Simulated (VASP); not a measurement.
**Nb4Al2F: relaxation of cell and atoms with PBE**

The system is Nb4Al2F.

```
Al Nb F
1.0
     2.88723    0.00000    0.00000
    -1.44361    2.50041    0.00000
     0.00000    0.00000   15.72200
Al Nb F
2 4 1
Direct
  0.33333 0.66667 0.73034
  0.66667 0.33333 0.26966
  0.66667 0.33333 0.87722
  0.33333 0.66667 0.12278
  0.66667 0.33333 0.58190
  0.33333 0.66667 0.41810
  0.00000 0.00000 0.00000
```

This cell differs from its parent crystal: atoms taken out.

```yaml
Program: VASP 6.6.1
Task: relaxation of cell and atoms
Functional: PBE
Potentials_or_basis: VASP PAW PBE potentials, release 64 (Al, Nb_sv, F)
Cutoff: 600 eV
k_mesh: 12 × 12 × 2
Occupations: gaussian, width 0.1 eV
Spin: no spin polarisation
Dipole_correction: no
Further_INCAR_settings: ALGO = Normal; EDIFF = 1e-07; IBRION = 2; EDIFFG = -0.01; NSW = 100; ISIF = 3
```

| Item | Value |
| --- | --- |
| Relaxed volume | 16.25 Å³/atom |
| Relaxed cell | a = 2.896 Å, b = 2.896 Å, c = 15.669 Å, α = 90.00°, β = 90.00°, γ = 120.00° |
| Space group after relaxing (to 0.1 Å) | P-3m1 (No. 164) |
| Energy gained by relaxing | 1.0 meV/atom |
| Ionic steps | 9 |
| Pressure after relaxing | 0.0 GPa |
| Largest force after relaxing | 0.007 eV/Å |
| Band gap on the k mesh | zero (an odd number of electrons rules out a gap without spin polarisation) |

Forces on the atoms (eV/Å):
```
Al   0.000  0.000  0.003
Al   0.000  0.000 -0.003
Nb   0.000  0.000 -0.007
Nb   0.000  0.000  0.007
Nb   0.000  0.000  0.000
Nb   0.000  0.000  0.000
F    0.000  0.000  0.000
```

Step by step:
```tsv
step	energy change (eV)	largest force (eV/Å)	pressure (GPa)	volume (Å³)
1	0.0000	0.1848	0.35	113.50
2	-0.0052	0.0632	-0.35	114.09
3	-0.0052	0.0687	-0.32	114.06
4	-0.0058	0.0454	0.24	113.62
5	-0.0059	0.0340	0.11	113.72
6	-0.0063	0.0353	0.04	113.76
7	-0.0064	0.0387	-0.02	113.80
8	-0.0066	0.0198	-0.02	113.79
9	-0.0067	0.0075	-0.02	113.78
```

Final structure:
```cif
data_structure
_symmetry_space_group_name_H-M 'P 1'
_symmetry_Int_Tables_number 1
_cell_length_a 2.8956
_cell_length_b 2.8956
_cell_length_c 15.6688
_cell_angle_alpha 90.000
_cell_angle_beta 90.000
_cell_angle_gamma 120.000
_cell_volume 113.78
loop_
_atom_site_label
_atom_site_type_symbol
_atom_site_fract_x
_atom_site_fract_y
_atom_site_fract_z
_atom_site_occupancy
Al1 Al 0.33333 0.66667 0.73174 1
Al2 Al 0.66667 0.33333 0.26826 1
Nb1 Nb 0.66667 0.33333 0.87728 1
Nb2 Nb 0.33333 0.66667 0.12272 1
Nb3 Nb 0.66667 0.33333 0.58243 1
Nb4 Nb 0.33333 0.66667 0.41757 1
F1 F 0.00000 0.00000 0.00000 1
```

Levels at points of the mesh, in eV from the Fermi level:
```
           k point  band 29  band 30  band 31  band 32  band 33  band 34  band 35  band 36  band 37  band 38
(0.00, 0.00, 0.00)    -0.67     0.08     0.08     0.22     0.22     0.44     0.44     0.66     0.66     1.22
(0.50, 0.00, 0.00)    -2.36    -2.07    -0.30     0.18     0.98     1.16     1.48     1.65     1.82     1.96
(0.00, 0.00, 0.50)    -0.65     0.08     0.08     0.22     0.22     0.44     0.44     0.66     0.66     1.13
(0.50, 0.00, 0.50)    -2.41    -2.34    -0.04     0.02     1.15     1.22     1.26     1.52     1.79     2.24
```

Run time: 41 min on 1 thread of Intel Xeon 8259CL, with other jobs on the host, peak memory 0.38 GiB.

Caveat: the cell differs from its parent crystal (atoms taken out); an odd number of electrons without spin polarisation forces a metal; a magnetic or distorted state may lie lower.
